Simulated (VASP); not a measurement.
A run of VASP 6.6.1 is set up as follows.

INCAR

```
  ALGO = Normal
  EDIFF = 1E-7
  ENCUT = 520
  ISIF = 2
  ISMEAR = -1
  LASPH = T
  LCHARG = T
  LELF = T
  LREAL = F
  LVHAR = T
  LWAVE = F
  NBANDS = 16
  NELM = 60
  PREC = Accurate
  SIGMA = 0.1
```

Contents of KPOINTS:

```
k-points
0
Gamma
  8 8 7
```

The input POSCAR:

```
TiBeB
1.0
    3.2782370000      0.0000000000      0.0000000000
   -1.6391180000      2.8390360000      0.0000000000
    0.0000000000      0.0000000000      3.1429130000
Ti Be B
1 1 1
Direct
    0.3333333333      0.6666666667      0.0000000000
    0.6666666667      0.3333333333      0.5000000000
    0.0000000000      0.0000000000      0.5000000000
```

Potentials or basis: VASP PAW LDA potentials, release 64 (Ti_sv, Be, B).

Launch:

```sh
$ cat potpaw_LDA.64/Ti_sv/POTCAR potpaw_LDA.64/Be/POTCAR potpaw_LDA.64/B/POTCAR > POTCAR
$ mpirun -np 1 vasp_std > vasp.out
```

Predict the pressure.

-8.4 GPa.

Stress tensor (GPa, compression positive):
```
-8.26  0.00  0.00
 0.00 -8.26  0.00
 0.00  0.00 -8.57
```
